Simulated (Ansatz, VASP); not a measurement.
**BiTe in VASP and in Ansatz**

```
Bi Te
1.0
     0.00000    3.19715    3.19715
     3.19715    0.00000    3.19715
     3.19715    3.19715    0.00000
Bi Te
1 1
Direct
  0.97493 0.02507 0.97493
  0.54105 0.45895 0.54105
```

Change from the starting cell: mode 4 (101.1 1/cm) frozen in, largest displacement +0.263 Å.

Alike in both runs: task single point; functional PBEsol; k mesh 16 × 16 × 16; occupations gaussian, width 0.15 eV; no spin polarisation.

```csv
,VASP,Ansatz
version,VASP 6.6.1,Ansatz 0.2.0
potentials or method,"VASP PAW PBE potentials, release 64 (Bi_d, Te), cutoff 500 eV","scalar-relativistic, plane waves, PAW"
valence electrons in the cell,21,31
```

|  | VASP | Ansatz | Ansatz less VASP |
| --- | --- | --- | --- |
| gap on the k mesh at the Fermi level (eV) | none | none | - |
| pressure (GPa) | 3.8 | 3.8 | -0.01 |
| traceless stress, the component that is largest in VASP (GPa) | 3.59 | 3.51 | -0.079 |
| rms of the force components (eV/Å) | 0.974 | 0.962 | -0.0123 |

VASP's potentials were made for PBE, not for PBEsol. Atom by atom the forces differ by 0.012 eV/Å (rms over components). A gap of «none» marks a metal or a gap that the smearing closes. The functional is the same, so the differences come from potentials, cutoffs and numerics. VASP's potentials hold 21 valence electrons a cell and Ansatz's 31, so a difference there can come from the potentials and not from the codes.

Spin-orbit coupling is off throughout.
